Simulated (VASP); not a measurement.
# FeRhC4N4 (P-43m) in VASP: further runs

FeRhC4N4 is run at these levels: PBE; tasks: single point.

Everything below comes from runs of VASP 6.6.1. Logs are shortened: lines on timing, memory, paths and dates and some standing lists are left out, and cuts for length are marked.

**1. The cell of the first run**

Symmetry: P-43m, No. 215, cubic system. Conventional cell: a = 5.907 Å, b = 5.907 Å, c = 5.907 Å, α = 90.00°, β = 90.00°, γ = 90.00°. Within 2.6 Å of Fe (site symmetry -43m) lie 4 C at 1.94 Å. Within 2.7 Å of Rh (site symmetry -43m) lie 4 N at 2.01 Å. Within 1.6 Å of C (site symmetry 3m) lie 1 N at 1.17 Å. Within 1.6 Å of N (site symmetry 3m) lie 1 C at 1.17 Å.

**2. Single point, PBE, collinear spin, ferromagnetic start**

INCAR reads:

```
SYSTEM = FeRhC4N4
ALGO     = Normal         ! electronic algorithm
EDIFF    = 1E-6           ! SCF threshold, eV
ENCUT    = 520            ! plane-wave cutoff, eV
GGA      = PE             ! functional
ISIF     = 2              ! what is computed and relaxed
ISMEAR   = 0              ! smearing method
ISPIN    = 2              ! spin polarisation
LASPH    = .TRUE.         ! aspherical terms in the spheres
LCHARG   = .FALSE.        ! write CHGCAR
LMAXMIX  = 4              ! l up to which the mixer works
LORBIT   = 11             ! projections on sites
LREAL    = .FALSE.        ! projectors in reciprocal space
LWAVE    = .FALSE.        ! write WAVECAR
MAGMOM   = 4 1 0 0 0 0 0 0 0 0 ! initial moments
NBANDS   = 44             ! bands
NELM     = 150            ! most SCF steps
PREC     = Accurate       ! precision mode
SIGMA    = 0.1            ! smearing width, eV
```

KPOINTS reads:

```
k-points
0
G
  4 4 4
  0 0 0
```

POSCAR reads:

```
FeRhC4N4
1.0
    5.9068706000      0.0000000000      0.0000000000
    0.0000000000      5.9068706000      0.0000000000
    0.0000000000      0.0000000000      5.9068706000
Fe Rh C N
1 1 4 4
Direct
    0.0000000000      0.0000000000      0.0000000000
    0.5000000000      0.5000000000      0.5000000000
    0.1894243000      0.1894243000      0.1894243000
    0.1894243000      0.8105757000      0.8105757000
    0.8105757000      0.1894243000      0.8105757000
    0.8105757000      0.8105757000      0.1894243000
    0.3037826200      0.3037826200      0.3037826200
    0.3037826200      0.6962173800      0.6962173800
    0.6962173800      0.3037826200      0.6962173800
    0.6962173800      0.6962173800      0.3037826200
```

Potentials or basis: VASP PAW PBE potentials, release 64 (Fe, Rh_pv, C, N).

Run with:

```console
$ cat potpaw_PBE.64/Fe/POTCAR potpaw_PBE.64/Rh_pv/POTCAR potpaw_PBE.64/C/POTCAR potpaw_PBE.64/N/POTCAR > POTCAR
$ mpirun -np 1 vasp_std > vasp.out
```

OUTCAR:

```text
SYSTEM = FeRhC4N4
   EDIFF = 1E-6
   ENCUT = 520
   GGA = PE
   ISIF = 2
   ISMEAR = 0
   ISPIN = 2
   LASPH = .TRUE.
   LORBIT = 11
   LREAL = .FALSE.
   NELM = 150
   PREC = Accurate

 ion  position               nearest neighbor table
   1  0.000  0.000  0.000-   3 1.94   4 1.94   5 1.94   6 1.94
   2  0.500  0.500  0.500-   7 2.01   8 2.01   9 2.01  10 2.01
   3  0.189  0.189  0.189-   7 1.17   1 1.94
   4  0.189  0.811  0.811-   8 1.17   1 1.94
   5  0.811  0.189  0.811-   9 1.17   1 1.94
   6  0.811  0.811  0.189-  10 1.17   1 1.94
   7  0.304  0.304  0.304-   3 1.17   2 2.01
   8  0.304  0.696  0.696-   4 1.17   2 2.01
   9  0.696  0.304  0.696-   5 1.17   2 2.01
  10  0.696  0.696  0.304-   6 1.17   2 2.01

  LATTYP: Found a simple cubic cell.
 ALAT       =     5.9068706000

  Lattice vectors:

 A1 = (   5.9068706000,   0.0000000000,   0.0000000000)
 A2 = (   0.0000000000,   5.9068706000,   0.0000000000)
 A3 = (   0.0000000000,   0.0000000000,   5.9068706000)

Analysis of symmetry for initial positions (statically):
=====================================================================
 Subroutine PRICEL returns:
 Original cell was already a primitive cell.

 Routine SETGRP: Setting up the symmetry group for a
 simple cubic supercell.

 Subroutine GETGRP returns: Found 24 space group operations
 (whereof 24 operations were pure point group operations)
 out of a pool of 48 trial point group operations.

The static configuration has the point symmetry T_d .

Analysis of symmetry for dynamics (positions and initial velocities):
=====================================================================
 Subroutine PRICEL returns:
 Original cell was already a primitive cell.

 Routine SETGRP: Setting up the symmetry group for a
 simple cubic supercell.

 Subroutine GETGRP returns: Found 24 space group operations
 (whereof 24 operations were pure point group operations)
 out of a pool of 48 trial point group operations.

The dynamic configuration has the point symmetry T_d .

Analysis of structural, dynamic, and magnetic symmetry:
=====================================================================
 Subroutine PRICEL returns:
 Original cell was already a primitive cell.

 Routine SETGRP: Setting up the symmetry group for a
 simple cubic supercell.

 Subroutine GETGRP returns: Found 24 space group operations
 (whereof 24 operations were pure point group operations)
[... 149 lines left out ...]

  energy without entropy =      -78.93507773  energy(sigma->0) =      -78.95834644

 E-fermi :  -0.7556     XC(G=0):  -7.2747

 val. band max:       -0.7561088004   @ k =   0.2500   0.2500   0.0000
 cond. band min:      -0.7497276056   @ k =   0.2500   0.2500   0.2500
 fundamental gap:      0.0063811948
 Fermi energy:        -0.7555968921

 spin component 1

 k-point     1 :       0.0000    0.0000    0.0000
  band No.  band energies     occupation
      1     -47.1055      1.00000
      2     -47.1055      1.00000
      3     -47.1055      1.00000
      4     -18.6527      1.00000
      5     -18.5410      1.00000
      6     -18.5410      1.00000
[... 429 lines left out ...]
     40       4.4844      0.00000
     41       4.4844      0.00000
 Fermi energy:        -0.7555968921

 spin component 2

 k-point     1 :       0.0000    0.0000    0.0000
  band No.  band energies     occupation
      1     -48.5205      1.00000
      2     -48.5205      1.00000
      3     -48.5205      1.00000
      4     -18.6801      1.00000
      5     -18.5699      1.00000
      6     -18.5699      1.00000
[... 429 lines left out ...]
     40       4.5364      0.00000
     41       4.5364      0.00000
 [bands above 41 left out]

------------------------ aborting loop because EDIFF is reached ----------------------------------------

  FORCE on cell =-STRESS in cart. coord.  units (eV):
  Direction    XX          YY          ZZ          XY          YZ          ZX
  --------------------------------------------------------------------------------------
  -------------------------------------------------------------------------------------
  Total        2.2241265      2.2241265      2.2241265     -0.0000000     -0.0000000      0.0000000
  in kB       17.2901079     17.2901079     17.2901079     -0.0000000     -0.0000000      0.0000000
  external PRESSURE =      17.2901079 kB  Pullay stress =       0.0000000 kB

 VOLUME and BASIS-vectors are now :
 -----------------------------------------------------------------------------
  energy-cutoff  :      520.00
  volume of cell :      206.10
      direct lattice vectors                 reciprocal lattice vectors
     5.906870600  0.000000000  0.000000000     0.169294381  0.000000000  0.000000000
     0.000000000  5.906870600  0.000000000     0.000000000  0.169294381  0.000000000
     0.000000000  0.000000000  5.906870600     0.000000000  0.000000000  0.169294381

 POSITION                                       TOTAL-FORCE (eV/Angst)
 -----------------------------------------------------------------------------------
      0.00000      0.00000      0.00000        -0.000000     -0.000000     -0.000000
      2.95344      2.95344      2.95344        -0.000000     -0.000000     -0.000000
      1.11890      1.11890      1.11890        -0.613435     -0.613435     -0.613435
      1.11890      4.78797      4.78797        -0.613435      0.613435      0.613435
      4.78797      1.11890      4.78797         0.613435     -0.613435      0.613435
      4.78797      4.78797      1.11890         0.613435      0.613435     -0.613435
      1.79440      1.79440      1.79440         0.642423      0.642423      0.642423
      1.79440      4.11247      4.11247         0.642423     -0.642423     -0.642423
      4.11247      1.79440      4.11247        -0.642423      0.642423     -0.642423
      4.11247      4.11247      1.79440        -0.642423     -0.642423      0.642423
 -----------------------------------------------------------------------------------
    total drift:                               -0.000000     -0.000000     -0.000000

  FREE ENERGIE OF THE ION-ELECTRON SYSTEM (eV)
  ---------------------------------------------------
  free  energy   TOTEN  =       -78.9816151452 eV

  energy  without entropy=      -78.9350777259  energy(sigma->0) =      -78.95834644

 total charge

# of ion       s       p       d       tot
------------------------------------------
    1        0.478   0.680   6.114   7.272
    2        0.326   6.317   6.902  13.546
    3        0.966   1.622   0.000   2.588
    4        0.966   1.622   0.000   2.588
    5        0.966   1.622   0.000   2.588
    6        0.966   1.622   0.000   2.588
    7        1.299   2.588   0.000   3.887
    8        1.299   2.588   0.000   3.887
    9        1.299   2.588   0.000   3.887
   10        1.299   2.588   0.000   3.887
--------------------------------------------------
tot          9.864  23.841  13.016  46.721

 magnetization (x)

# of ion       s       p       d       tot
------------------------------------------
    1        0.016   0.133   2.716   2.865
    2       -0.007  -0.087  -1.626  -1.720
    3        0.001  -0.056   0.000  -0.055
    4        0.001  -0.056   0.000  -0.055
    5        0.001  -0.056   0.000  -0.055
    6        0.001  -0.056   0.000  -0.055
    7       -0.012   0.018   0.000   0.005
    8       -0.012   0.018   0.000   0.005
    9       -0.012   0.018   0.000   0.005
   10       -0.012   0.018   0.000   0.005
--------------------------------------------------
tot         -0.035  -0.107   1.090   0.948
```

stdout:

```text
POSCAR found type information on POSCAR FeRhC N
 POSCAR found :  4 types and      10 ions
 scaLAPACK will be used
 LDA part: xc-table for (Slater+PW92), standard interpolation
 POSCAR, INCAR and KPOINTS ok, starting setup
 FFT: planning ... GRIDC
 FFT: planning ... GRID_SOFT
 FFT: planning ... GRID
 WAVECAR not read
 entering main loop
```

Wall time 4.2 min (1 thread of Intel Xeon Platinum 8259CL at 2.50GHz (Skylake/Cascade Lake), shared host); peak memory 0.48 GiB.

What came out:

- Free energy: -78.9816 eV
- Pressure: 1.7 GPa
- Largest force: 1.113 eV/Å
- Band gap on the k mesh: zero (filled and empty bands overlap)
- Net moment: 1.00 μB per cell
- Site moments: Fe +2.87; Rh -1.72; C -0.06; N +0.01 μB
- Valence electrons inside the program's atomic spheres: Fe 7.27; Rh 13.55; C 2.59; N 3.89

Forces in eV/Å, atoms in the order of the input:
```
Fe   0.000  0.000  0.000
Rh   0.000  0.000  0.000
C   -0.613 -0.613 -0.613
C   -0.613  0.613  0.613
C    0.613 -0.613  0.613
C    0.613  0.613 -0.613
N    0.642  0.642  0.642
N    0.642 -0.642 -0.642
N   -0.642  0.642 -0.642
N   -0.642 -0.642  0.642
```

Caveat: a cell with one magnetic atom can't hold antiferromagnetic order, which such compounds often take; forces of over 1 eV/Å act on the atoms, so gaps and moduli don't describe the material at rest.

**3. Single point, PBE, collinear spin, ferromagnetic start**

This run uses another cell than the first one, of 20.77 Å³/atom.

INCAR reads:

```
PREC = Accurate
ENCUT = 520
EDIFF = 1E-6
ISMEAR = 0
SIGMA = 0.1
LREAL = False
LASPH = True
NELM = 150
ALGO = Normal
ISIF = 2
LWAVE = False
LCHARG = False
ISPIN = 2
MAGMOM = 4 1 0 0 0 0 0 0 0 0
LORBIT = 11
LMAXMIX = 4
GGA = PE
NBANDS = 44
```

KPOINTS reads:

```
regular mesh
0
Gamma
  4 4 4
```

POSCAR reads:

```
FeRhC4N4
1.0
    5.9225193043      0.0000000000      0.0000000000
    0.0000000000      5.9225193043      0.0000000000
    0.0000000000      0.0000000000      5.9225193043
Fe Rh C N
1 1 4 4
Direct
    0.0000000000      0.0000000000      0.0000000000
    0.5000000000      0.5000000000      0.5000000000
    0.1891608324      0.1891608324      0.1891608324
    0.1891608324      0.8108391676      0.8108391676
    0.8108391676      0.1891608324      0.8108391676
    0.8108391676      0.8108391676      0.1891608324
    0.3039223874      0.3039223874      0.3039223874
    0.3039223874      0.6960776126      0.6960776126
    0.6960776126      0.3039223874      0.6960776126
    0.6960776126      0.6960776126      0.3039223874
```

Potentials or basis: VASP PAW PBE potentials, release 64 (Fe, Rh_pv, C, N).

Run with:

```console
$ cat potpaw_PBE.64/Fe/POTCAR potpaw_PBE.64/Rh_pv/POTCAR potpaw_PBE.64/C/POTCAR potpaw_PBE.64/N/POTCAR > POTCAR
$ mpirun -np 1 vasp_std > vasp.out
```

It took 4.9 min on 1 thread of Intel Xeon Platinum 8259CL at 2.50GHz (Skylake/Cascade Lake), shared host; peak memory 0.49 GiB.

The run converged. Its results:

```yaml
Free_energy: -79.0058 eV
Pressure: 0.5 GPa
Largest_force: 0.381 eV/Å
Band_gap_on_the_k_mesh: zero (filled and empty bands overlap)
Net_moment: 1.00 μB per cell
Site_moments: Fe +2.87; Rh -1.72; C -0.06; N +0.01 μB
Valence_electrons_inside_the_program's_atomic_spheres: Fe 7.26; Rh 13.54; C 2.57; N 3.88
```

Forces on the atoms (eV/Å):
```
Fe   0.000  0.000  0.000
Rh   0.000  0.000  0.000
C   -0.178 -0.178 -0.178
C   -0.178  0.178  0.178
C    0.178 -0.178  0.178
C    0.178  0.178 -0.178
N    0.220  0.220  0.220
N    0.220 -0.220 -0.220
N   -0.220  0.220 -0.220
N   -0.220 -0.220  0.220
```

Levels at points of the mesh, in eV from the Fermi level:
Spin up:
```
           k point  band 27  band 28  band 29  band 30  band 31  band 32  band 33  band 34
(0.00, 0.00, 0.00)    -1.09    -1.09    -1.01    -1.01     0.33     0.33     0.33     4.44
(0.50, 0.00, 0.00)    -1.21    -1.21    -1.20    -0.54     0.52     0.71     0.71     4.15
(0.50, 0.50, 0.00)    -1.17    -1.14    -1.14    -0.57     0.51     0.68     0.68     4.28
(0.50, 0.50, 0.50)    -1.03    -1.03    -0.92    -0.92     0.42     0.42     0.42     4.59
```
Spin down:
```tsv
k point	band 27	band 28	band 29	band 30	band 31	band 32
(0.00, 0.00, 0.00)	-0.98	-0.98	0.06	0.06	1.00	1.00
(0.50, 0.00, 0.00)	-0.94	-0.94	-0.14	0.08	1.19	1.24
(0.50, 0.50, 0.00)	-0.88	-0.88	-0.16	0.10	1.19	1.19
(0.50, 0.50, 0.50)	-0.90	-0.90	0.07	0.07	1.08	1.08
```

Caveat: a cell with one magnetic atom can't hold antiferromagnetic order, which such compounds often take.
